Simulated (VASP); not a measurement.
The system is RuCl.

```
Ru Cl
1.0
     0.00000    2.80369    2.80369
     2.80369    0.00000    2.80369
     2.80369    2.80369    0.00000
Ru Cl
1 1
Direct
  0.00000 0.00000 0.00000
  0.50000 0.50000 0.50000
```

The cell was built from a structure type or drawn by symmetry, and may not be a known phase.

- Program: VASP 6.6.1
- Task: relaxation of cell and atoms
- Functional: PBE
- Potentials or basis: VASP PAW PBE potentials, release 64 (Ru_pv, Cl)
- Cutoff: 600 eV
- k mesh: 6 × 6 × 6
- Occupations: gaussian, width 0.1 eV
- Spin: collinear spin, ferromagnetic start
- Starting moments: [1.0, 0.0] μB

At the start: pressure -5.9 GPa; volume 22.04 Å³/atom.

Question: Where does the relaxation end?

Answer: Over 6 steps the energy falls by 149.3 meV/atom and the volume is 15.91 Å³/atom (-27.8 %); space group Fm-3m (No. 225, to 0.1 Å) before and after; moment 0.39 μB per cell.

Step by step:
```tsv
step	energy change (eV)	largest force (eV/Å)	pressure (GPa)	volume (Å³)
1	0.0000	0.0000	-5.87	44.08
2	-0.1547	0.0000	-3.62	39.13
3	-0.2112	0.0000	-6.05	36.31
4	-0.2934	0.0000	2.51	31.09
5	-0.2950	0.0000	-1.92	32.41
6	-0.2987	0.0000	-0.09	31.82
```

Final structure:
```
Ru Cl
1.0
     0.00000    2.51514    2.51514
     2.51514    0.00000    2.51514
     2.51514    2.51514    0.00000
Ru Cl
1 1
Direct
  0.00000 0.00000 0.00000
  0.50000 0.50000 0.50000
```

Caveat: the volume moved by over 15 % at a fixed basis, so the end points are rough.
